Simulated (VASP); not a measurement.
# Au (P6/mmm) in VASP: notebook

Au is run at these levels: PBE; tasks: relaxation of shape and atoms at fixed volume.

Everything below comes from runs of VASP 6.6.1. Logs are shortened: lines on timing, memory, paths and dates and some standing lists are left out, and cuts for length are marked.

### Step 1. The cell of the first run

It takes space group P6/mmm (No. 191, hexagonal). The conventional cell has a = 2.354 Å, b = 2.354 Å, c = 2.337 Å, α = 90.00°, β = 90.00°, γ = 120.00°. Within 3.1 Å of Au (site symmetry 6/mmm) lie 8 Au at 2.34 to 2.35 Å.

### Step 2. Relaxation of shape and atoms at fixed volume, PBE

Contents of INCAR:

```
SYSTEM = Au
ALGO = Normal ; EDIFF = 1E-6
EDIFFG = -0.005 ; ENCUT = 600
GGA = PE ; IBRION = 2
ISIF = 4 ; ISMEAR = -1
LASPH = .TRUE. ; LCHARG = .FALSE.
LREAL = .FALSE. ; LWAVE = .FALSE.
NELM = 80 ; NSW = 50
PREC = Accurate ; SIGMA = 0.08
```

Contents of KPOINTS:

```
k-points
0
G
  15 15 14
  0 0 0
```

Contents of POSCAR:

```
Au
1.0
    2.3544903527      0.0000000000      0.0000000000
   -1.1772451763      2.0390484584      0.0000000000
    0.0000000000      0.0000000000      2.3371140524
Au
1
Direct
    0.0000000000      0.0000000000      0.0000000000
```

Potentials or basis: VASP PAW PBE potentials, release 64 (Au).

On the command line:

```
$ cat potpaw_PBE.64/Au/POTCAR > POTCAR
$ mpirun -np 1 vasp_std > vasp.out
```

OUTCAR:

```text
SYSTEM = Au
   EDIFF = 1E-6
   EDIFFG = -0.005
   ENCUT = 600
   GGA = PE
   IBRION = 2
   ISIF = 4
   ISMEAR = -1
   LASPH = .TRUE.
   LREAL = .FALSE.
   NELM = 80
   NSW = 50
   PREC = Accurate

 ion  position               nearest neighbor table
   1  0.000  0.000  0.000-

  LATTYP: Found a hexagonal cell.
 ALAT       =     2.3544903527
 C/A-ratio  =     0.9926199314

  Lattice vectors:

 A1 = (   2.3544903527,   0.0000000000,   0.0000000000)
 A2 = (  -1.1772451763,   2.0390484584,   0.0000000000)
 A3 = (   0.0000000000,   0.0000000000,   2.3371140524)

Analysis of symmetry for initial positions (statically):
=====================================================================
 Subroutine PRICEL returns:
 Original cell was already a primitive cell.

 Routine SETGRP: Setting up the symmetry group for a
 hexagonal supercell.

 Subroutine GETGRP returns: Found 24 space group operations
 (whereof 24 operations were pure point group operations)
 out of a pool of 24 trial point group operations.

The static configuration has the point symmetry D_6h.

Analysis of symmetry for dynamics (positions and initial velocities):
=====================================================================
 Subroutine PRICEL returns:
 Original cell was already a primitive cell.

 Routine SETGRP: Setting up the symmetry group for a
 hexagonal supercell.

 Subroutine GETGRP returns: Found 24 space group operations
 (whereof 24 operations were pure point group operations)
 out of a pool of 24 trial point group operations.

The dynamic configuration has the point symmetry D_6h.

 Subroutine INISYM returns: Found 24 space group operations
 (whereof 24 operations are pure point group operations),
 and found     1 'primitive' translations

----------------------------------------------------------------------------------------

                                     Primitive cell

  volume of cell :      11.2203

  direct lattice vectors                    reciprocal lattice vectors
     2.354490353  0.000000000  0.000000000     0.424720364  0.245212417  0.000000000
    -1.177245176  2.039048458  0.000000000     0.000000000  0.490424833  0.000000000
     0.000000000  0.000000000  2.337114052     0.000000000  0.000000000  0.427878134

  length of vectors
     2.354490353  2.354490353  2.337114052     0.490424833  0.490424833  0.427878134

  position of ions in fractional coordinates (direct lattice)
     0.000000000  0.000000000  0.000000000

  ion indices of the primitive-cell ions
   primitive index   ion index
                 1           1

----------------------------------------------------------------------------------------

 KPOINTS: k-points

Automatic generation of k-mesh.
 Grid dimensions read from file:
 generate k-points for:   15   15   14

 Generating k-lattice:

  Cartesian coordinates                     Fractional coordinates (reciprocal lattice)
     0.028314691  0.016347494  0.000000000     0.066666667  0.000000000  0.000000000
     0.000000000  0.032694989  0.000000000     0.000000000  0.066666667  0.000000000
     0.000000000  0.000000000  0.030562724     0.000000000  0.000000000  0.071428571

  Length of vectors
     0.032694989  0.032694989  0.030562724

  Shift w.r.t. Gamma in fractional coordinates (k-lattice)
     0.000000000  0.000000000  0.000000000

 Subroutine IBZKPT returns following result:
 ===========================================

 Found    216 irreducible k-points:

 Following reciprocal coordinates:
            Coordinates               Weight
  0.000000  0.000000  0.000000      1.000000
  0.066667  0.000000  0.000000      6.000000
  0.133333 -0.000000  0.000000      6.000000
  0.200000  0.000000  0.000000      6.000000
  0.266667 -0.000000  0.000000      6.000000
  0.333333 -0.000000  0.000000      6.000000
[... 16 lines left out ...]
  0.333333  0.200000  0.000000     12.000000
  0.400000  0.200000  0.000000      6.000000
 [... further k-points ...]
   k-points           NKPTS =    216   k-points in BZ     NKDIM =    216   number of bands    NBANDS=      9
   number of dos      NEDOS =    301   number of ions     NIONS =      1
   total plane-waves  NPLWV =   8000
   dimension x,y,z NGX =    20 NGY =   20 NGZ =   20
   dimension x,y,z NGXF=    40 NGYF=   40 NGZF=   40
   ions per type =               1
   NGX,Y,Z   is equivalent  to a cutoff of  14.12, 14.12, 14.23 a.u.
   NGXF,Y,Z  is equivalent  to a cutoff of  28.24, 28.24, 28.45 a.u.
 SYSTEM =  Au
   PREC   = accura    normal or accurate (medium, high low for compatibility)
   ISTART =      0    job   : 0-new  1-cont  2-samecut
   ICHARG =      2    charge: 1-file 2-atom 10-const
   ISPIN  =      1    spin polarized calculation?
   LNONCOLLINEAR =      F non collinear calculations
   LSORBIT =      F    spin-orbit coupling
   LASPH  =      T    aspherical Exc in radial PAW
   ENCUT  =  600.0 eV  44.10 Ry    6.64 a.u.   4.70  4.70  4.67*2*pi/ulx,y,z
   NELM   =     80;   NELMIN=  2; NELMDL= -5     # of ELM steps
   EDIFF  = 0.1E-05   stopping-criterion for ELM
   LREAL  =      F    real-space projection
   EDIFFG = -.5E-02   stopping-criterion for IOM
   NSW    =     50    number of steps for IOM
   IBRION =      2    ionic relax: 0-MD 1-quasi-New 2-CG
   NFREE  =      1    steps in history (QN), initial steepest desc. (CG)
   ISIF   =      4    stress and relaxation
   ISYM   =      2    0-nonsym 1-usesym 2-fastsym
   POTIM  = 0.5000    time-step for ionic-motion
   TEBEG  =    0.0;   TEEND  =   0.0 temperature during run
   PSTRESS=    0.0 pullay stress
   NELECT =      11.0000    total number of electrons
   NUPDOWN=      -1.0000    fix difference up-down
   EMIN   =  10.00;   EMAX   =-10.00  energy-range for DOS
   EFERMI =   0.00;   METHOD = LEGACY
   ISMEAR =    -1;   SIGMA  =   0.08  broadening in eV -4-tet -1-fermi 0-gaus
   EFERMI_NEDOS =   21; number of points for ismear=-14 and -15
   IALGO  =     38    algorithm
   IMIX   =      4    mixing-type and parameters
     AMIX     =   0.40;   BMIX     =  1.00
     AMIX_MAG =   1.60;   BMIX_MAG =  1.00
  volume/ion in A,a.u.               =      11.22        75.72
  Fermi-wavevector in a.u.,A,eV,Ry     =   1.626314  3.073287 35.985990  2.644896
  Thomas-Fermi vector in A             =   2.719293
   LORBIT       =      0    0 simple, 1 ext, 2 COOP (PROOUT), +10 PAW based schemes
   GGA     = PE    functional components
   LHFCALC =     F    Hartree Fock is set to
   AEXX    =    0.0000 exact exchange contribution
   IVDW    =     0    specifies the selected vdW correction
   LEPSILON=     F    determine dielectric tensor
   LRPA    =     F    only Hartree local field effects (RPA)
 conjugate gradient relaxation of ions
 non-spin polarized calculation
  energy-cutoff  :      600.00
  volume of cell :       11.22
 maximum number of plane-waves:       399
 NGX is ok and might be reduce to    20
   NGX =  9   NGY =  9   NGZ =  9

--------------------------------------- Ionic step        1  -------------------------------------------

 number of electron      10.9999998 magnetization

 Free energy of the ion-electron system (eV)
  ---------------------------------------------------
  ext. energy  EPLUGINS =         0.00000000
  ---------------------------------------------------
  free energy    TOTEN  =         1.23913762 eV

  energy without entropy =        1.24507480  energy(sigma->0) =        1.24210621

------------------------ aborting loop because EDIFF is reached ----------------------------------------

  FORCE on cell =-STRESS in cart. coord.  units (eV):
  Direction    XX          YY          ZZ          XY          YZ          ZX
  --------------------------------------------------------------------------------------
  -------------------------------------------------------------------------------------
  Total       23.1109792     23.1109792     18.5404551      0.0000000     -0.0000000      0.0000000
  in kB     3300.0806967   3300.0806967   2647.4429074      0.0000001     -0.0000000      0.0000000
  external PRESSURE =    3082.5347669 kB  Pullay stress =       0.0000000 kB
[... 125 lines left out ...]
  energy  without entropy=        1.2022504478  energy(sigma->0) =        1.19883671

--------------------------------------- Ionic step        5  -------------------------------------------

 number of electron      11.0000000 magnetization

 Free energy of the ion-electron system (eV)
  ---------------------------------------------------
  ext. energy  EPLUGINS =         0.00000000
  ---------------------------------------------------
  free energy    TOTEN  =         1.19538356 eV

  energy without entropy =        1.20219649  energy(sigma->0) =        1.19879002

 E-fermi :  18.4829     XC(G=0): -15.2735

 val. band max:       18.4534996454   @ k =   0.3333   0.1333   0.0714
 cond. band min:      18.4977883278   @ k =   0.2667   0.2667   0.5000
 fundamental gap:      0.0442886823
 Fermi energy:        18.4828831355

 k-point     1 :       0.0000    0.0000    0.0000
  band No.  band energies     occupation
      1       3.2378      2.00000
      2       6.2272      2.00000
      3      10.3564      2.00000
      4      10.3564      2.00000
      5      16.5548      2.00000
      6      16.5548      2.00000
      7      31.6431      0.00000
      8      33.4211      0.00000
      9      41.4885      0.00000
[... 265 lines left out ...]
 k-point    24 :       0.4000    0.2000    0.0000
  band No.  band energies     occupation
      1       7.4397      2.00000
      2       8.0014      2.00000
      3      11.8064      2.00000
      4      12.8303      2.00000
      5      14.5911      2.00000
      6      21.1763      0.00000
      7      23.6180      0.00000
      8      27.8471      0.00000
      9      37.7234      0.00000

 [... further k-points ...]
[... 5 lines left out ...]
  --------------------------------------------------------------------------------------
  -------------------------------------------------------------------------------------
  Total       21.3713134     21.3713134     21.3673522      0.0000000      0.0000000     -0.0000000
  in kB     3051.6689994   3051.6689994   3051.1033754      0.0000001      0.0000000     -0.0000000
  external PRESSURE =    3051.4804581 kB  Pullay stress =       0.0000000 kB
[... 16 lines left out ...]
  FREE ENERGIE OF THE ION-ELECTRON SYSTEM (eV)
  ---------------------------------------------------
  free  energy   TOTEN  =         1.1953835594 eV

  energy  without entropy=        1.2021964856  energy(sigma->0) =        1.19879002

 reached required accuracy - stopping structural energy minimisation
```

Run time: 26 s. Hardware: 1 thread of Intel Xeon 6975P-C (Granite Rapids), shared host; peak memory 0.15 GiB.

What came out:

| Item | Value |
| --- | --- |
| Free energy | 1.1954 eV |
| Energy gained by relaxing | 43.8 meV/atom |
| Ionic steps | 5 |
| Pressure after relaxing | 305.1 GPa |

The path:
| step | energy change (eV) | largest force (eV/Å) | pressure (GPa) | volume (Å³) |
| --- | --- | --- | --- | --- |
| 1 | 0.0000 | 0.0000 | 308.25 | 11.22 |
| 2 | 2.5690 | 0.0000 | 372.38 | 11.22 |
| 3 | -0.0428 | 0.0000 | 305.44 | 11.22 |
| 4 | -0.0437 | 0.0000 | 305.18 | 11.22 |
| 5 | -0.0438 | 0.0000 | 305.15 | 11.22 |

Final structure:
```
CELL_PARAMETERS angstrom
2.37696 0.00000 0.00000
-1.18848 2.05850 0.00000
0.00000 0.00000 2.29315
ATOMIC_POSITIONS crystal
Au 0.00000 0.00000 0.00000
```

Caveat: spin-orbit coupling is left out, which moves the levels of the heavy elements.

### Step 3. Relaxation of shape and atoms at fixed volume, PBE

This run uses another cell than the first one, of 13.15 Å³/atom, 1.172 times its volume.

Contents of INCAR:

```
PREC     = Accurate       # precision mode
ENCUT    = 600            # plane-wave cutoff, eV
EDIFF    = 1E-7           # SCF threshold, eV
ISMEAR   = -1             # smearing method
SIGMA    = 0.08           # smearing width, eV
LREAL    = F              # projectors in reciprocal space
LASPH    = T              # aspherical terms in the spheres
NELM     = 60             # most SCF steps
ALGO     = Normal         # electronic algorithm
ISIF     = 4              # what is computed and relaxed
LWAVE    = F              # write WAVECAR
LCHARG   = F              # write CHGCAR
GGA      = PE             # functional
IBRION   = 2              # ionic algorithm
NSW      = 50             # ionic steps
EDIFFG   = -0.005         # ionic threshold
```

Contents of KPOINTS:

```
regular mesh
0
Gamma
  15 15 14
```

Contents of POSCAR:

```
Au
1.0
    2.4826979655      0.0000000000      0.0000000000
   -1.2413489827      2.1500795080      0.0000000000
    0.0000000000      0.0000000000      2.4643754842
Au
1
Direct
    0.0000000000      0.0000000000      0.0000000000
```

Potentials or basis: VASP PAW PBE potentials, release 64 (Au).

On the command line:

```
$ cat potpaw_PBE.64/Au/POTCAR > POTCAR
$ mpirun -np 1 vasp_std > vasp.out
```

Run time: 35 s. Hardware: 1 thread of Intel Xeon 6975P-C (Granite Rapids), shared host; peak memory 0.16 GiB.

The run converged. Its results:

* Free energy: -1.3695 eV
* Energy gained by relaxing: 18.6 meV/atom
* Ionic steps: 7
* Pressure after relaxing: 140.4 GPa

The path:
```
step  energy change (eV)  largest force (eV/Å)  pressure (GPa)  volume (Å³)
   1              0.0000                0.0000          141.68        13.15
   2              0.3506                0.0000          149.41        13.15
   3             -0.0186                0.0000          140.41        13.15
   4             -0.0186                0.0000          140.39        13.15
   5             -0.0186                0.0000          140.38        13.15
   6             -0.0185                0.0000          140.42        13.15
   7             -0.0186                0.0000          140.38        13.15
```

Final structure:
```
Au
1.0
     2.50171    0.00000    0.00000
    -1.25085    2.16654    0.00000
     0.00000    0.00000    2.42707
Au
1
Direct
  0.00000 0.00000 0.00000
```

Levels at points of the mesh, in eV from the Fermi level:
```csv
k point,band 2,band 3,band 4,band 5,band 6,band 7,band 8,band 9
"(0.00, 0.00, 0.00)",-9.83,-6.55,-6.55,-1.80,-1.80,14.31,14.42,22.01
"(0.00, 0.00, 0.50)",-5.99,-5.99,-4.37,-4.37,-3.48,3.60,17.39,21.55
```

Caveat: spin-orbit coupling is left out, which moves the levels of the heavy elements.
